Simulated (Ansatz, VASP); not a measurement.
## Two plane-wave programs on NaF

```
Na F
1.0
     0.00000    2.43001    2.43001
     2.43001    0.00000    2.43001
     2.43001    2.43001    0.00000
Na F
1 1
Direct
  0.00000 0.00000 0.00000
  0.25000 0.25000 0.25000
```

Change from the starting cell: hydrostatic strain -4.0%.

Alike in both runs: task single point; functional r2SCAN; k mesh 8 × 8 × 8; no spin polarisation.

|  | VASP | Ansatz |
| --- | --- | --- |
| version | VASP 6.6.1 | Ansatz 0.2.0 |
| potentials or method | VASP PAW PBE potentials, release 64 (Na_pv, F) | plane waves, PAW |
| plane-wave cutoff (eV) | 520 | 500 |
| occupations | gaussian, width 0.01 eV | fixed |
| valence electrons in the cell | 14 | 16 |

Ansatz gave:

```
gap on the k mesh at the Fermi level (eV) : 6.68
pressure (GPa)                            : 6.1
```

Question: Which values does VASP return?

Answer: gap on the k mesh at the Fermi level (eV): 6.70; pressure (GPa): 5.8.

VASP's potentials were made for PBE, not for r2SCAN. VASP's potentials hold 14 valence electrons a cell and Ansatz's 16, so a difference there can come from the potentials and not from the codes.
